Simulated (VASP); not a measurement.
## Tl: relaxation of cell and atoms with PBEsol

Tl:

```
CELL_PARAMETERS angstrom
-1.63319 1.63319 2.66313
1.63319 -1.63319 2.66313
1.63319 1.63319 -2.66313
ATOMIC_POSITIONS crystal
Tl 0.50000 0.50000 0.00000
```

| Item | Value |
| --- | --- |
| Program | VASP 6.6.1 |
| Task | relaxation of cell and atoms |
| Functional | PBEsol |
| Potentials or basis | VASP PAW PBE potentials, release 64 (Tl_d) |
| Cutoff | 600 eV |
| k mesh | 24 × 24 × 24 |
| Occupations | gaussian, width 0.1 eV |
| Spin | no spin polarisation |
| Dipole correction | no |
| Further INCAR settings | ALGO = Normal; EDIFF = 1e-07; IBRION = 2; EDIFFG = -0.01; NSW = 100; ISIF = 3 |

```yaml
Relaxed_volume: 28.33 Å³/atom
Relaxed_cell: a = 3.450 Å, b = 3.450 Å, c = 3.450 Å, α = 121.53°, β = 121.53°, γ = 87.37°
Space_group_after_relaxing_to_0.05_Å: I4/mmm (No. 139)
Energy_gained_by_relaxing: 5.0 meV/atom
Ionic_steps: 10
Pressure_after_relaxing: 0.0 GPa
```

The path:
| step | energy change (eV) | largest force (eV/Å) | pressure (GPa) | volume (Å³) |
| --- | --- | --- | --- | --- |
| 1 | 0.0000 | 0.0000 | 0.06 | 28.41 |
| 2 | -0.0008 | 0.0000 | -0.02 | 28.45 |
| 3 | -0.0029 | 0.0000 | -0.23 | 28.57 |
| 4 | -0.0039 | 0.0000 | -0.58 | 28.77 |
| 5 | -0.0046 | 0.0000 | -0.36 | 28.60 |
| 6 | -0.0049 | 0.0000 | -0.16 | 28.43 |
| 7 | -0.0046 | 0.0000 | 0.27 | 28.10 |
| 8 | -0.0050 | 0.0000 | -0.07 | 28.35 |
| 9 | -0.0050 | 0.0000 | -0.05 | 28.34 |
| 10 | -0.0050 | 0.0000 | -0.03 | 28.33 |

Final structure:
```xyz
1
Lattice="-1.6849 1.6849 2.4946 1.6849 -1.6849 2.4946 1.6849 1.6849 -2.4946" Properties=species:S:1:pos:R:3 pbc="T T T"
Tl    0.0000    0.0000    2.4946
```

Levels at points of the mesh, in eV from the Fermi level:
| k point | band 3 | band 4 | band 5 | band 6 | band 7 | band 8 | band 9 | band 10 |
| --- | --- | --- | --- | --- | --- | --- | --- | --- |
| (0.00, 0.00, 0.00) | -11.45 | -11.25 | -11.15 | -10.06 | 10.40 | 10.40 | 10.52 | 11.04 |
| (0.50, 0.00, 0.00) | -11.43 | -10.97 | -10.93 | -5.25 | -2.91 | 7.83 | 8.77 | 10.54 |
| (0.50, 0.50, 0.00) | -10.97 | -10.92 | -10.84 | -3.30 | -1.66 | 3.81 | 4.06 | 7.42 |
| (0.50, 0.50, 0.50) | -10.96 | -10.89 | -10.89 | -3.94 | -2.09 | 4.53 | 4.53 | 8.01 |

Wall time 24 min on 1 thread of Intel(R) Xeon(R) 6975P-C (Granite Rapids), with other jobs on the host, peak memory 0.52 GiB.

Caveat: the PAW data sets were made with another functional, which shifts forces and pressure a little; spin-orbit coupling is left out, which moves the levels of the heavy elements.
